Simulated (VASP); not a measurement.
SrTl:

```
Sr Tl
1.0
     4.03200    0.00000    0.00000
     0.00000    4.03200    0.00000
     0.00000    0.00000    4.03200
Sr Tl
1 1
Direct
  0.00000 0.00000 0.00000
  0.50000 0.50000 0.50000
```

Base run:

| Property | Result |
| --- | --- |
| Program | VASP 6.6.1 |
| Functional | LDA |
| Potentials or basis | VASP PAW LDA potentials, release 64 (Sr_sv, Tl_d) |
| Cutoff | 520 eV |
| k mesh | 5 × 5 × 5 |
| Occupations | gaussian, width 0.1 eV |
| Spin | no spin polarisation |

Its results: pressure -1.1 GPa.

**Question.** The run is repeated on the same cell with these changes: k mesh from 5 × 5 × 5 to 2 × 2 × 2. What comes out?

**Answer.** Pressure -3.1 GPa.

Caveats: some runs use coarse meshes.
